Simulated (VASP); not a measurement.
# K7NaCl8 in VASP: further runs

The runs below take K7NaCl8 through single point, with PBE.

All numbers are computed with VASP 6.6.1; they aren't measurements. Logs are shortened: lines on timing, memory, paths and dates and some standing lists are left out, and cuts for length are marked.

## (1) The cell of the first run

The cell holds an amorphous packing of atoms, 16 atoms: a = 8.056 Å, b = 8.145 Å, c = 8.139 Å, α = 88.78°, β = 91.06°, γ = 89.26°.

## (2) Single point, PBE

The input, INCAR:

```
ALGO = Normal ; EDIFF = 1E-7
ENCUT = 520 ; GGA = PE
ISIF = 2 ; ISMEAR = -1
ISYM = 0 ; LASPH = True
LCHARG = False ; LREAL = Auto
LWAVE = False ; NBANDS = 77
NELM = 100 ; PREC = Accurate
SIGMA = 0.05
```

The input, KPOINTS:

```
k-points
0
Gamma
  1 1 1
```

The input, POSCAR:

```
K7NaCl8
1.0
    8.0552110000      0.0523980000     -0.0749070000
    0.0523980000      8.1439380000      0.0866740000
   -0.0749070000      0.0866740000      8.1384140000
Na Cl K
1 8 7
Direct
    0.5290613985      0.2728329020      0.8345294161
    0.3473733251      0.4939510291      0.6556727124
    0.8098255960      0.5489906913      0.7829984303
    0.8385528441      0.8407361830      0.1913971825
    0.8966030962      0.3651063627      0.3225328202
    0.3473202090      0.8215526317      0.2772275362
    0.7008353896      0.0283272893      0.6901255253
    0.4002920690      0.3428510601      0.0989999286
    0.1859410686      0.9485985788      0.8211810624
    0.0859245071      0.7250971734      0.5314546882
    0.0411057390      0.2451848136      0.6540856682
    0.0978285478      0.6114079644      0.0393707999
    0.5891597703      0.1478518531      0.3659792042
    0.1113892406      0.1087922316      0.1330760976
    0.6244866915      0.6522939554      0.4464731701
    0.5455581835      0.7913442803      0.9341334998
```

Potentials or basis: VASP PAW PBE potentials, release 64 (Na_pv, Cl, K_sv).

Started as:

```bash
$ cat potpaw_PBE.64/Na_pv/POTCAR potpaw_PBE.64/Cl/POTCAR potpaw_PBE.64/K_sv/POTCAR > POTCAR
$ mpirun -np 1 vasp_gam > vasp.out
```

OUTCAR:

```text
EDIFF = 1E-7
   ENCUT = 520
   GGA = PE
   ISIF = 2
   ISMEAR = -1
   ISYM = 0
   LASPH = True
   LREAL = Auto
   NELM = 100
   PREC = Accurate

 ion  position               nearest neighbor table
   1  0.529  0.273  0.835-   8 2.48   2 2.69   7 2.71
   2  0.347  0.494  0.656-   1 2.69  10 2.96  15 3.11  11 3.21
   3  0.810  0.549  0.783-  12 3.15  16 3.17  15 3.19
   4  0.839  0.841  0.191-  12 3.08  15 3.12  14 3.15  16 3.16
   5  0.897  0.365  0.323-  11 3.06  13 3.08  14 3.14
   6  0.347  0.822  0.277-  15 2.92  10 3.08  14 3.19
   7  0.701  0.028  0.690-   1 2.71  13 2.92  16 3.04
   8  0.400  0.343  0.099-   1 2.48  13 3.04  14 3.04
   9  0.186  0.949  0.821-  14 2.95  11 2.96  10 3.11
  10  0.086  0.725  0.531-   2 2.96   6 3.08   9 3.11
  11  0.041  0.245  0.654-   9 2.96   5 3.06   2 3.21
  12  0.098  0.611  0.039-   4 3.08   3 3.15
  13  0.589  0.148  0.366-   7 2.92   8 3.04   5 3.08
  14  0.111  0.109  0.133-   9 2.95   8 3.04   5 3.14   4 3.15   6 3.19
  15  0.624  0.652  0.446-   6 2.92   2 3.11   4 3.12   3 3.19
  16  0.546  0.791  0.934-   7 3.04   4 3.16   3 3.17

IMPORTANT INFORMATION: All symmetrisations will be switched off!
NOSYMM: (Re-)initialisation of all symmetry stuff for point group C_1.

----------------------------------------------------------------------------------------

                                     Primitive cell

  volume of cell :     533.7600

  direct lattice vectors                    reciprocal lattice vectors
     8.055211000  0.052398000 -0.074907000     0.124159224 -0.000811093  0.001151415
     0.052398000  8.143938000  0.086674000    -0.000811093  0.122809937 -0.001315390
    -0.074907000  0.086674000  8.138414000     0.001151415 -0.001315390  0.122898670

  length of vectors
     8.055729692  8.144567765  8.139220225     0.124167212  0.122819659  0.122911103

  position of ions in fractional coordinates (direct lattice)
     0.529061398  0.272832902  0.834529416
     0.347373325  0.493951029  0.655672712
     0.809825596  0.548990691  0.782998430
     0.838552844  0.840736183  0.191397182
     0.896603096  0.365106363  0.322532820
     0.347320209  0.821552632  0.277227536
[... 8 lines left out ...]
     0.624486692  0.652293955  0.446473170
     0.545558183  0.791344280  0.934133500

  ion indices of the primitive-cell ions
   primitive index   ion index
                 1           1
                 2           2
                 3           3
                 4           4
                 5           5
                 6           6
[... 8 lines left out ...]
                15          15
                16          16

----------------------------------------------------------------------------------------

 KPOINTS: k-points

Automatic generation of k-mesh.
 Grid dimensions read from file:
 generate k-points for:    1    1    1

 Generating k-lattice:

  Cartesian coordinates                     Fractional coordinates (reciprocal lattice)
     0.124159224 -0.000811093  0.001151415     1.000000000 -0.000000000  0.000000000
    -0.000811093  0.122809937 -0.001315390     0.000000000  1.000000000  0.000000000
     0.001151415 -0.001315390  0.122898670     0.000000000  0.000000000  1.000000000

  Length of vectors
     0.124167212  0.122819659  0.122911103

  Shift w.r.t. Gamma in fractional coordinates (k-lattice)
     0.000000000  0.000000000  0.000000000

 Subroutine IBZKPT returns following result:
 ===========================================

 Found      1 irreducible k-points:

 Following reciprocal coordinates:
            Coordinates               Weight
  0.000000  0.000000  0.000000      1.000000
   k-points           NKPTS =      1   k-points in BZ     NKDIM =      1   number of bands    NBANDS=     77
   number of dos      NEDOS =    301   number of ions     NIONS =     16
   total plane-waves  NPLWV = 245760
   dimension x,y,z NGX =    60 NGY =   64 NGZ =   64
   dimension x,y,z NGXF=   120 NGYF=  128 NGZF=  128
   ions per type =               1   8   7
   NGX,Y,Z   is equivalent  to a cutoff of  12.38, 13.06, 13.07 a.u.
   NGXF,Y,Z  is equivalent  to a cutoff of  24.76, 26.13, 26.14 a.u.
 SYSTEM =  unknown system
   PREC   = accura    normal or accurate (medium, high low for compatibility)
   ISTART =      0    job   : 0-new  1-cont  2-samecut
   ICHARG =      2    charge: 1-file 2-atom 10-const
   ISPIN  =      1    spin polarized calculation?
   LNONCOLLINEAR =      F non collinear calculations
   LSORBIT =      F    spin-orbit coupling
   LASPH  =      T    aspherical Exc in radial PAW
   ENCUT  =  520.0 eV  38.22 Ry    6.18 a.u.  14.98 15.14 15.13*2*pi/ulx,y,z
   NELM   =    100;   NELMIN=  2; NELMDL= -5     # of ELM steps
   EDIFF  = 0.1E-06   stopping-criterion for ELM
   LREAL  =      T    real-space projection
   EDIFFG = 0.1E-05   stopping-criterion for IOM
   NSW    =      0    number of steps for IOM
   IBRION =     -1    ionic relax: 0-MD 1-quasi-New 2-CG
   NFREE  =      0    steps in history (QN), initial steepest desc. (CG)
   ISIF   =      2    stress and relaxation
   ISYM   =      0    0-nonsym 1-usesym 2-fastsym
   POTIM  = 0.5000    time-step for ionic-motion
   TEBEG  =    0.0;   TEEND  =   0.0 temperature during run
   PSTRESS=    0.0 pullay stress
   NELECT =     126.0000    total number of electrons
   NUPDOWN=      -1.0000    fix difference up-down
   EMIN   =  10.00;   EMAX   =-10.00  energy-range for DOS
   EFERMI =   0.00;   METHOD = LEGACY
   ISMEAR =    -1;   SIGMA  =   0.05  broadening in eV -4-tet -1-fermi 0-gaus
   EFERMI_NEDOS =   21; number of points for ismear=-14 and -15
   IALGO  =     38    algorithm
   IMIX   =      4    mixing-type and parameters
     AMIX     =   0.40;   BMIX     =  1.00
     AMIX_MAG =   1.60;   BMIX_MAG =  1.00
  volume/ion in A,a.u.               =      33.36       225.12
  Fermi-wavevector in a.u.,A,eV,Ry     =   1.011773  1.911973 13.928070  1.023684
  Thomas-Fermi vector in A             =   2.144842
   LORBIT       =      0    0 simple, 1 ext, 2 COOP (PROOUT), +10 PAW based schemes
   GGA     = PE    functional components
   LHFCALC =     F    Hartree Fock is set to
   AEXX    =    0.0000 exact exchange contribution
   IVDW    =     0    specifies the selected vdW correction
   LEPSILON=     F    determine dielectric tensor
   LRPA    =     F    only Hartree local field effects (RPA)
 non-spin polarized calculation
  energy-cutoff  :      520.00
  volume of cell :      533.76
 maximum number of plane-waves:      7178
 NGX is ok and might be reduce to    60
   NGX = 29   NGY = 31   NGZ = 31

 number of electron     126.0000002 magnetization

 Free energy of the ion-electron system (eV)
  ---------------------------------------------------
  ext. energy  EPLUGINS =         0.00000000
  ---------------------------------------------------
  free energy    TOTEN  =       -52.43573423 eV

  energy without entropy =      -52.43573423  energy(sigma->0) =      -52.43573423

 E-fermi :  -0.5321     XC(G=0):  -7.1257

 val. band max:       -1.8518817951   @ k =   0.0000   0.0000   0.0000
 cond. band min:       2.5574057800   @ k =   0.0000   0.0000   0.0000
 fundamental gap:      4.4092875751
 Fermi energy:        -0.5320675852

 k-point     1 :       0.0000    0.0000    0.0000
  band No.  band energies     occupation
      1     -29.7843      2.00000
      2     -29.6983      2.00000
      3     -29.6977      2.00000
      4     -29.6046      2.00000
      5     -29.5757      2.00000
      6     -29.5102      2.00000
[... 67 lines left out ...]
     74       5.7720      0.00000
     75       5.8819      0.00000
 [bands above 75 left out]

------------------------ aborting loop because EDIFF is reached ----------------------------------------

  FORCE on cell =-STRESS in cart. coord.  units (eV):
  Direction    XX          YY          ZZ          XY          YZ          ZX
  --------------------------------------------------------------------------------------
  -------------------------------------------------------------------------------------
  Total        0.3958200      0.5248825      3.8010733     -0.6906214     -1.1697270      0.6580007
  in kB        1.1881255      1.5755298     11.4096102     -2.0730253     -3.5111475      1.9751082
  external PRESSURE =       4.7244218 kB  Pullay stress =       0.0000000 kB

 VOLUME and BASIS-vectors are now :
 -----------------------------------------------------------------------------
  energy-cutoff  :      520.00
  volume of cell :      533.76
      direct lattice vectors                 reciprocal lattice vectors
     8.055211000  0.052398000 -0.074907000     0.124159224 -0.000811093  0.001151415
     0.052398000  8.143938000  0.086674000    -0.000811093  0.122809937 -0.001315390
    -0.074907000  0.086674000  8.138414000     0.001151415 -0.001315390  0.122898670

 POSITION                                       TOTAL-FORCE (eV/Angst)
 -----------------------------------------------------------------------------------
      4.21349      2.32199      6.77576         0.371513      0.110182     -0.425142
      2.77493      4.09774      5.35293        -0.043874     -0.268184     -0.023464
      6.49343      4.58125      6.35929         0.192353     -0.234330     -0.029872
      6.78444      6.90743      1.56773        -0.027441      0.229429      0.215089
      7.21730      3.04834      2.58939         0.168843      0.045582      0.029265
      2.82002      6.73290      2.30138        -0.191906      0.315912     -0.078499
[... 8 lines left out ...]
      5.03111      5.38366      3.64334         0.200287     -0.201089      0.072256
      4.36608      6.55421      7.63009         0.070672     -0.185504      0.035774
 -----------------------------------------------------------------------------------
    total drift:                               -0.004577      0.004857     -0.000978

  FREE ENERGIE OF THE ION-ELECTRON SYSTEM (eV)
  ---------------------------------------------------
  free  energy   TOTEN  =       -52.4357342307 eV

  energy  without entropy=      -52.4357342306  energy(sigma->0) =      -52.43573423
```

It took 47 s on 1 thread of Intel Xeon 6975P-C (Granite Rapids), shared host; peak memory 0.5 GiB.

What came out:

| Quantity | Value |
| --- | --- |
| Free energy | -52.4357 eV |
| Pressure | 0.5 GPa |
| Largest force | 0.575 eV/Å |
| Band gap on the k mesh | 4.41 eV |

Forces on the atoms (eV/Å):
```
Na   0.372  0.110 -0.425
Cl  -0.044 -0.268 -0.023
Cl   0.192 -0.234 -0.030
Cl  -0.027  0.229  0.215
Cl   0.169  0.046  0.029
Cl  -0.192  0.316 -0.078
Cl  -0.035  0.158  0.040
Cl  -0.234  0.106  0.410
Cl   0.246 -0.152 -0.098
K   -0.222  0.058 -0.031
K   -0.261  0.203 -0.051
K   -0.088  0.039  0.040
K    0.048 -0.101 -0.303
K   -0.195 -0.123  0.197
K    0.200 -0.201  0.072
K    0.071 -0.186  0.036
```

Caveat: the k points lie up to 0.78 Å⁻¹ apart.

[end of part 1 of 2]
